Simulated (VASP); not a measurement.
Input of a VASP 6.6.1 run:

Contents of INCAR:

```
PREC = Accurate ; ENCUT = 520
EDIFF = 1E-7 ; ISMEAR = -1
SIGMA = 0.08617333262145177 ; LREAL = F
LASPH = T ; NELM = 60
ALGO = Normal ; ISIF = 2
LWAVE = F ; LCHARG = T
GGA = RP ; LELF = T
LVHAR = T ; NBANDS = 10
```

File KPOINTS:

```
Automatic mesh
0
Gamma
  3 3 3
```

POSCAR

```
Cs
1.0
   -2.9999501100      3.2953864897      3.1697172071
    3.0785611877     -3.2012439099      3.1541857049
    2.8187509141      3.0200447140     -3.0755746272
Cs
1
Direct
    0.0000000000      0.0000000000      0.0000000000
```

Potentials or basis: VASP PAW PBE potentials, release 64 (Cs_sv).

Command:

```sh
$ cat potpaw_PBE.64/Cs_sv/POTCAR > POTCAR
$ mpirun -np 1 vasp_std > vasp.out
```

Problem. Predict the pressure.

Solution. 0.2 GPa.

Problem. Predict the band gap on the k mesh.

Solution. Zero (an odd number of electrons rules out a gap without spin polarisation).

Stress tensor (GPa, compression positive):
```
 0.21  0.13 -0.06
 0.13  0.13 -0.08
-0.06 -0.08  0.14
```

Caveat: the k points lie up to 0.48 Å⁻¹ apart, too coarse for converged energies and pressures of a metal; the PAW data sets were made with another functional, which shifts forces and pressure a little; spin-orbit coupling is left out, which moves the levels of the heavy elements.
